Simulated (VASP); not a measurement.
# PtSe2 (Pba2) in VASP: single point with PBE

Aim: the single point of PtSe2 with PBE.

All numbers are computed with VASP 6.6.1; they aren't measurements. Logs are shortened: lines on timing, memory, paths and dates and some standing lists are left out, and cuts for length are marked.

### 1 The cell of the first run

Symmetry: Pba2, No. 32, orthorhombic system. The conventional cell has a = 5.425 Å, b = 7.479 Å, c = 3.790 Å, α = 90.00°, β = 90.00°, γ = 90.00°. Pt (site symmetry 2) has 2 Se at 2.04 Å within 2.7 Å. Se (site symmetry 1) has 1 Pt at 2.04 Å within 2.7 Å.

### 2 Single point, PBE, collinear spin, ferromagnetic start

Input file INCAR:

```
SYSTEM = PtSe2
PREC = Accurate
ENCUT = 520
EDIFF = 1E-7
ISMEAR = 0
SIGMA = 0.1
LREAL = .False.
LASPH = .True.
NELM = 150
ALGO = Normal
ISIF = 2
LWAVE = .False.
LCHARG = .True.
ISPIN = 2
MAGMOM = 1 1 0 0 0 0
LORBIT = 11
LMAXMIX = 4
GGA = PE
LELF = .True.
LVHAR = .True.
NBANDS = 35
```

Input file KPOINTS:

```
regular mesh
0
Gamma
  4 4 4
  0 0 0
```

Input file POSCAR:

```
PtSe2
1.0
    5.4250687700      0.0000000000      0.0000000000
    0.0000000000      7.4789105600      0.0000000000
    0.0000000000      0.0000000000      3.7899142500
Pt Se
2 4
Direct
    0.0000000000      0.0000000000      0.4200158700
    0.5000000000      0.5000000000      0.4200158700
    0.3130510100      0.7044885000      0.6579793000
    0.6869489900      0.2955115000      0.6579793000
    0.1869489900      0.2044885000      0.6579793000
    0.8130510100      0.7955115000      0.6579793000
```

Potentials or basis: VASP PAW PBE potentials, release 64 (Pt, Se).

Run with:

```console
$ cat potpaw_PBE.64/Pt/POTCAR potpaw_PBE.64/Se/POTCAR > POTCAR
$ mpirun -np 1 vasp_std > vasp.out
```

OUTCAR:

```text
SYSTEM = PtSe2
   PREC = Accurate
   ENCUT = 520
   EDIFF = 1E-7
   ISMEAR = 0
   LREAL = .False.
   LASPH = .True.
   NELM = 150
   ISIF = 2
   ISPIN = 2
   LORBIT = 11
   GGA = PE

 ion  position               nearest neighbor table
   1  0.000  0.000  0.420-   5 2.04   6 2.04   3 2.93   4 2.93
   2  0.500  0.500  0.420-   3 2.04   4 2.04   5 2.93   6 2.93
   3  0.313  0.704  0.658-   2 2.04   1 2.93
   4  0.687  0.296  0.658-   2 2.04   1 2.93
   5  0.187  0.204  0.658-   1 2.04   2 2.93
   6  0.813  0.796  0.658-   1 2.04   2 2.93

  LATTYP: Found a simple orthorhombic cell.
 ALAT       =     3.7899142500
 B/A-ratio  =     1.4314489490
 C/A-ratio  =     1.9733719727

  Lattice vectors:

 A1 = (   0.0000000000,   0.0000000000,   3.7899142500)
 A2 = (   5.4250687700,   0.0000000000,   0.0000000000)
 A3 = (   0.0000000000,   7.4789105600,   0.0000000000)

Analysis of symmetry for initial positions (statically):
=====================================================================
 Subroutine PRICEL returns:
 Original cell was already a primitive cell.

 Routine SETGRP: Setting up the symmetry group for a
 simple orthorhombic supercell.

 Subroutine GETGRP returns: Found  4 space group operations
 (whereof  2 operations were pure point group operations)
 out of a pool of  8 trial point group operations.

The static configuration has the point symmetry C_2 .
 The point group associated with its full space group is C_2v.

Analysis of symmetry for dynamics (positions and initial velocities):
=====================================================================
 Subroutine PRICEL returns:
 Original cell was already a primitive cell.

 Routine SETGRP: Setting up the symmetry group for a
 simple orthorhombic supercell.

 Subroutine GETGRP returns: Found  4 space group operations
 (whereof  2 operations were pure point group operations)
 out of a pool of  8 trial point group operations.

The dynamic configuration has the point symmetry C_2 .
 The point group associated with its full space group is C_2v.

Analysis of structural, dynamic, and magnetic symmetry:
=====================================================================
 Subroutine PRICEL returns:
 Original cell was already a primitive cell.

 Routine SETGRP: Setting up the symmetry group for a
 simple orthorhombic supercell.

 Subroutine GETGRP returns: Found  4 space group operations
 (whereof  2 operations were pure point group operations)
 out of a pool of  8 trial point group operations.

The overall configuration has the point symmetry C_2 .
 The point group associated with its full space group is C_2v.

 Subroutine INISYM returns: Found  4 space group operations
 (whereof  2 operations are pure point group operations),
 and found     1 'primitive' translations

----------------------------------------------------------------------------------------

                                     Primitive cell

  volume of cell :     153.7705

  direct lattice vectors                    reciprocal lattice vectors
     5.425068770  0.000000000  0.000000000     0.184329461  0.000000000  0.000000000
     0.000000000  7.478910560  0.000000000     0.000000000  0.133709314  0.000000000
     0.000000000  0.000000000  3.789914250     0.000000000  0.000000000  0.263858213

  length of vectors
     5.425068770  7.478910560  3.789914250     0.184329461  0.133709314  0.263858213

  position of ions in fractional coordinates (direct lattice)
     0.000000000  0.000000000  0.420015870
     0.500000000  0.500000000  0.420015870
     0.313051010  0.704488500  0.657979300
     0.686948990  0.295511500  0.657979300
     0.186948990  0.204488500  0.657979300
     0.813051010  0.795511500  0.657979300

  ion indices of the primitive-cell ions
   primitive index   ion index
                 1           1
                 2           2
                 3           3
                 4           4
                 5           5
                 6           6

----------------------------------------------------------------------------------------

 KPOINTS: regular mesh

Automatic generation of k-mesh.
 Grid dimensions read from file:
 generate k-points for:    4    4    4

 Generating k-lattice:

  Cartesian coordinates                     Fractional coordinates (reciprocal lattice)
     0.046082365  0.000000000  0.000000000     0.250000000  0.000000000  0.000000000
     0.000000000  0.033427328  0.000000000     0.000000000  0.250000000  0.000000000
     0.000000000  0.000000000  0.065964553     0.000000000  0.000000000  0.250000000

  Length of vectors
     0.046082365  0.033427328  0.065964553

  Shift w.r.t. Gamma in fractional coordinates (k-lattice)
     0.000000000  0.000000000  0.000000000

 Subroutine IBZKPT returns following result:
 ===========================================

 Found     27 irreducible k-points:

 Following reciprocal coordinates:
            Coordinates               Weight
  0.000000  0.000000  0.000000      1.000000
  0.250000  0.000000  0.000000      2.000000
  0.500000  0.000000  0.000000      1.000000
  0.000000  0.250000  0.000000      2.000000
  0.250000  0.250000  0.000000      4.000000
  0.500000  0.250000  0.000000      2.000000
[... 16 lines left out ...]
  0.250000  0.250000  0.500000      4.000000
  0.500000  0.250000  0.500000      2.000000
 [... further k-points ...]
   k-points           NKPTS =     27   k-points in BZ     NKDIM =     27   number of bands    NBANDS=     35
   number of dos      NEDOS =    301   number of ions     NIONS =      6
   total plane-waves  NPLWV =  62720
   dimension x,y,z NGX =    40 NGY =   56 NGZ =   28
   dimension x,y,z NGXF=    80 NGYF=  112 NGZF=   56
   ions per type =               2   4
   NGX,Y,Z   is equivalent  to a cutoff of  12.26, 12.45, 12.28 a.u.
   NGXF,Y,Z  is equivalent  to a cutoff of  24.52, 24.90, 24.56 a.u.
 SYSTEM =  PtSe2
   PREC   = accura    normal or accurate (medium, high low for compatibility)
   ISTART =      0    job   : 0-new  1-cont  2-samecut
   ICHARG =      2    charge: 1-file 2-atom 10-const
   ISPIN  =      2    spin polarized calculation?
   LNONCOLLINEAR =      F non collinear calculations
   LSORBIT =      F    spin-orbit coupling
   LASPH  =      T    aspherical Exc in radial PAW
   ENCUT  =  520.0 eV  38.22 Ry    6.18 a.u.  10.09 13.91  7.05*2*pi/ulx,y,z
   NELM   =    150;   NELMIN=  2; NELMDL= -5     # of ELM steps
   EDIFF  = 0.1E-06   stopping-criterion for ELM
   LREAL  =      F    real-space projection
   EDIFFG = 0.1E-05   stopping-criterion for IOM
   NSW    =      0    number of steps for IOM
   IBRION =     -1    ionic relax: 0-MD 1-quasi-New 2-CG
   NFREE  =      0    steps in history (QN), initial steepest desc. (CG)
   ISIF   =      2    stress and relaxation
   ISYM   =      2    0-nonsym 1-usesym 2-fastsym
   POTIM  = 0.5000    time-step for ionic-motion
   TEBEG  =    0.0;   TEEND  =   0.0 temperature during run
   PSTRESS=    0.0 pullay stress
   NELECT =      44.0000    total number of electrons
   NUPDOWN=      -1.0000    fix difference up-down
   EMIN   =  10.00;   EMAX   =-10.00  energy-range for DOS
   EFERMI =   0.00;   METHOD = LEGACY
   ISMEAR =     0;   SIGMA  =   0.10  broadening in eV -4-tet -1-fermi 0-gaus
   EFERMI_NEDOS =   21; number of points for ismear=-14 and -15
   IALGO  =     38    algorithm
   IMIX   =      4    mixing-type and parameters
     AMIX     =   0.40;   BMIX     =  1.00
     AMIX_MAG =   1.60;   BMIX_MAG =  1.00
  volume/ion in A,a.u.               =      25.63       172.95
  Fermi-wavevector in a.u.,A,eV,Ry     =   1.078785  2.038607 15.834136  1.163776
  Thomas-Fermi vector in A             =   2.214732
   LORBIT       =     11    0 simple, 1 ext, 2 COOP (PROOUT), +10 PAW based schemes
   GGA     = PE    functional components
   LHFCALC =     F    Hartree Fock is set to
   AEXX    =    0.0000 exact exchange contribution
   IVDW    =     0    specifies the selected vdW correction
   LEPSILON=     F    determine dielectric tensor
   LRPA    =     F    only Hartree local field effects (RPA)
 spin polarized calculation
 Gauss-broadening in eV      SIGMA  =   0.10
  energy-cutoff  :      520.00
  volume of cell :      153.77
 maximum number of plane-waves:      4176
   NGX = 21   NGY = 27   NGZ = 15

 number of electron      44.0000001 magnetization      -0.0015986

 number of electron      44.0000001 magnetization       0.0000956

 Free energy of the ion-electron system (eV)
  ---------------------------------------------------
  ext. energy  EPLUGINS =         0.00000000
  ---------------------------------------------------
  free energy    TOTEN  =       -20.01545975 eV

  energy without entropy =      -19.99235997  energy(sigma->0) =      -20.00390986

 E-fermi :   3.8102     XC(G=0):  -9.2665

 val. band max:        3.7819446945   @ k =   0.5000   0.2500   0.0000
 cond. band min:       3.8224073972   @ k =   0.0000   0.0000   0.5000
 fundamental gap:      0.0404627027
 Fermi energy:         3.8102129153

 spin component 1

 k-point     1 :       0.0000    0.0000    0.0000
  band No.  band energies     occupation
      1     -11.5952      1.00000
      2     -10.6858      1.00000
      3      -9.6750      1.00000
      4      -8.8996      1.00000
      5      -3.4592      1.00000
      6      -2.8197      1.00000
[... 26 lines left out ...]
     33      11.9230      0.00000
     34      12.7849      0.00000

 k-point     2 :       0.2500    0.0000    0.0000
  band No.  band energies     occupation
      1     -11.3740      1.00000
      2     -10.4924      1.00000
      3     -10.0342      1.00000
      4      -9.2750      1.00000
      5      -3.0243      1.00000
      6      -2.8367      1.00000
[... 26 lines left out ...]
     33      12.4830      0.00000
     34      12.6403      0.00000
[... 775 lines left out ...]
     33      11.4227      0.00000
     34      12.0377      0.00000

 k-point    24 :       0.5000    0.2500    0.5000
  band No.  band energies     occupation
      1     -10.4422      1.00000
      2     -10.4422      1.00000
      3      -9.8293      1.00000
      4      -9.8293      1.00000
      5      -2.8698      1.00000
      6      -2.8698      1.00000
[... 26 lines left out ...]
     33      12.3874      0.00000
     34      12.3874      0.00000

 [... further k-points ...]

 spin component 2

 k-point     1 :       0.0000    0.0000    0.0000
  band No.  band energies     occupation
      1     -11.5952      1.00000
      2     -10.6858      1.00000
      3      -9.6750      1.00000
      4      -8.8996      1.00000
      5      -3.4592      1.00000
      6      -2.8197      1.00000
[... 26 lines left out ...]
     33      11.9230      0.00000
     34      12.7849      0.00000

 k-point     2 :       0.2500    0.0000    0.0000
  band No.  band energies     occupation
      1     -11.3740      1.00000
      2     -10.4924      1.00000
      3     -10.0342      1.00000
      4      -9.2750      1.00000
      5      -3.0243      1.00000
      6      -2.8367      1.00000
[... 26 lines left out ...]
     33      12.4830      0.00000
     34      12.6404      0.00000
[... 775 lines left out ...]
     33      11.4227      0.00000
     34      12.0378      0.00000

 k-point    24 :       0.5000    0.2500    0.5000
  band No.  band energies     occupation
      1     -10.4422      1.00000
      2     -10.4422      1.00000
      3      -9.8293      1.00000
      4      -9.8293      1.00000
      5      -2.8698      1.00000
      6      -2.8698      1.00000
[... 26 lines left out ...]
     33      12.3874      0.00000
     34      12.3874      0.00000

 [... further k-points ...]

 [bands above 34 left out]

------------------------ aborting loop because EDIFF is reached ----------------------------------------

  FORCE on cell =-STRESS in cart. coord.  units (eV):
  Direction    XX          YY          ZZ          XY          YZ          ZX
  --------------------------------------------------------------------------------------
  -------------------------------------------------------------------------------------
  Total       18.1565463     38.0919927     12.9938315      0.0000000      0.0000000      0.0000000
  in kB      189.1780975    396.8910487    135.3863386      0.0000000      0.0000000      0.0000000
  external PRESSURE =     240.4851616 kB  Pullay stress =       0.0000000 kB

 VOLUME and BASIS-vectors are now :
 -----------------------------------------------------------------------------
  energy-cutoff  :      520.00
  volume of cell :      153.77
      direct lattice vectors                 reciprocal lattice vectors
     5.425068770  0.000000000  0.000000000     0.184329461  0.000000000  0.000000000
     0.000000000  7.478910560  0.000000000     0.000000000  0.133709314  0.000000000
     0.000000000  0.000000000  3.789914250     0.000000000  0.000000000  0.263858213

 POSITION                                       TOTAL-FORCE (eV/Angst)
 -----------------------------------------------------------------------------------
      0.00000      0.00000      1.59182         0.000000     -0.000000     -7.398114
      2.71253      3.73946      1.59182         0.000000     -0.000000     -7.398114
      1.69832      5.26881      2.49369        -4.011861      6.146781      3.699057
      3.72675      2.21010      2.49369         4.011861     -6.146781      3.699057
      1.01421      1.52935      2.49369         4.011861      6.146781      3.699057
      4.41086      5.94956      2.49369        -4.011861     -6.146781      3.699057
 -----------------------------------------------------------------------------------
    total drift:                                0.000000      0.000000     -0.000157

  FREE ENERGIE OF THE ION-ELECTRON SYSTEM (eV)
  ---------------------------------------------------
  free  energy   TOTEN  =       -20.0154597472 eV

  energy  without entropy=      -19.9923599734  energy(sigma->0) =      -20.00390986

 total charge

# of ion       s       p       d       tot
------------------------------------------
    1        0.851   0.658   8.377   9.886
    2        0.851   0.658   8.377   9.886
    3        1.515   2.258   0.121   3.894
    4        1.515   2.258   0.121   3.894
    5        1.515   2.258   0.121   3.894
    6        1.515   2.258   0.121   3.894
--------------------------------------------------
tot          7.760  10.349  17.237  35.347

 magnetization (x)

# of ion       s       p       d       tot
------------------------------------------
    1        0.000   0.000  -0.000   0.000
    2        0.000   0.000  -0.000   0.000
    3       -0.000   0.000   0.000   0.000
    4       -0.000   0.000   0.000   0.000
    5       -0.000   0.000   0.000   0.000
    6       -0.000   0.000   0.000   0.000
--------------------------------------------------
tot          0.000   0.000  -0.000   0.000
```

Wall time 4.2 min (1 thread of Intel Xeon Platinum 8259CL at 2.50GHz (Skylake/Cascade Lake), shared host); peak memory 0.42 GiB.

What came out:

```yaml
Free_energy: -20.0155 eV
Pressure: 24.0 GPa
Largest_force: 8.220 eV/Å
Band_gap_on_the_k_mesh: zero (filled and empty bands overlap)
Net_moment: 0.00 μB per cell
Valence_electrons_inside_the_program's_atomic_spheres: Pt 9.89; Se 3.89
```

Forces on the atoms (eV/Å):
```
Pt   0.000  0.000 -7.398
Pt   0.000  0.000 -7.398
Se  -4.012  6.147  3.699
Se   4.012 -6.147  3.699
Se   4.012  6.147  3.699
Se  -4.012 -6.147  3.699
```

Caveat: the k points lie up to 0.41 Å⁻¹ apart; spin-orbit coupling is left out, which moves the levels of the heavy elements; forces of over 1 eV/Å act on the atoms, so gaps and moduli don't describe the material at rest.
